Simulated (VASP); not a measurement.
Write the native input for VASP 6.6.1 that does the following.

| Quantity | Value |
| --- | --- |
| Task | single point |
| Functional | PBE |
| Potentials or basis | VASP PAW PBE potentials, release 64 (H) |
| Cutoff | 520 eV |
| k mesh | 7 × 7 × 7 |
| Occupations | fermi-dirac, width 0.05 eV |
| Spin | no spin polarisation |
| Dipole correction | no |
| Further INCAR settings | ALGO = Normal; EDIFF = 1e-06; NBANDS = 10 |

The structure of H lies in POSCAR:

```
H
1.0
    2.6234813799     -2.5669048168      0.0000000000
    2.6234813799      2.5669048168      0.0000000000
    0.0000000000      0.0000000000      4.1418180000
H
4
Direct
    0.0467043700      0.9532956300      0.9314911100
    0.5467043700      0.4532956300      0.5685088900
    0.4532956300      0.5467043700      0.4314911100
    0.9532956300      0.0467043700      0.0685088900
```

These files were run (other wordings do the same):

INCAR

```
SYSTEM = H
ALGO = Normal ; EDIFF = 1E-6
ENCUT = 520 ; GGA = PE
ISIF = 2 ; ISMEAR = -1
LASPH = .True. ; LCHARG = .True.
LELF = .True. ; LREAL = .False.
LVHAR = .True. ; LWAVE = .False.
NBANDS = 10 ; NELM = 100
PREC = Accurate ; SIGMA = 0.05
```

KPOINTS

```
k-points
0
Gamma
  7 7 7
  0 0 0
```

Potentials or basis: VASP PAW PBE potentials, release 64 (H).

Launch:

```sh
$ cat potpaw_PBE.64/H/POTCAR > POTCAR
$ mpirun -np 1 vasp_std > vasp.out
```

It gave:

The pressure is 0.3 GPa. The largest force is 0.258 eV/Å and the band gap on the k mesh is 9.36 eV, indirect (least direct gap 9.94 eV).

Run time: 15 s on 1 thread of Intel(R) Xeon(R) Platinum 8375C CPU @ 2.90GHz (Ice Lake), with other jobs on the host, peak memory 0.17 GiB.
